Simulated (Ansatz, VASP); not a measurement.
**Two plane-wave programs on Pt**

```xyz
1
Lattice="0.0098 1.9609 1.9609 1.9609 0.0098 1.9609 1.9707 1.9707 0.0000" Properties=species:S:1:pos:R:3 pbc="T T T"
Pt    0.0000    0.0000    0.0000
```

Alike in both runs: functional PBE; k mesh 10 × 10 × 10; occupations fermi-dirac, width 0.05 eV; no spin polarisation.

|  | VASP | Ansatz |
| --- | --- | --- |
| version | VASP 6.6.1 | Ansatz 0.2.0 |
| potentials or method | VASP PAW PBE potentials, release 64 (Pt) | Ansatz PAW |
| plane-wave cutoff (eV) | 500 | 420 |
| valence electrons in the cell | 10 | 18 |
| task | single point | band structure |

Ansatz gave:

```
gap on the k mesh at the Fermi level (eV)                     : none
pressure (GPa)                                                : 10.3
traceless stress, the component that is largest in VASP (GPa) : -0.93
```

Problem. What did VASP give for the same quantities?

Solution. gap on the k mesh at the Fermi level (eV): none; pressure (GPa): 9.8; traceless stress, the component that is largest in VASP (GPa): -0.93.

A gap of «none» marks a metal or a gap that the smearing closes. The functional is the same, so the differences come from potentials, cutoffs and numerics. VASP's potentials hold 10 valence electrons a cell and Ansatz's 18, so a difference there can come from the potentials and not from the codes.

Spin-orbit coupling is off throughout.
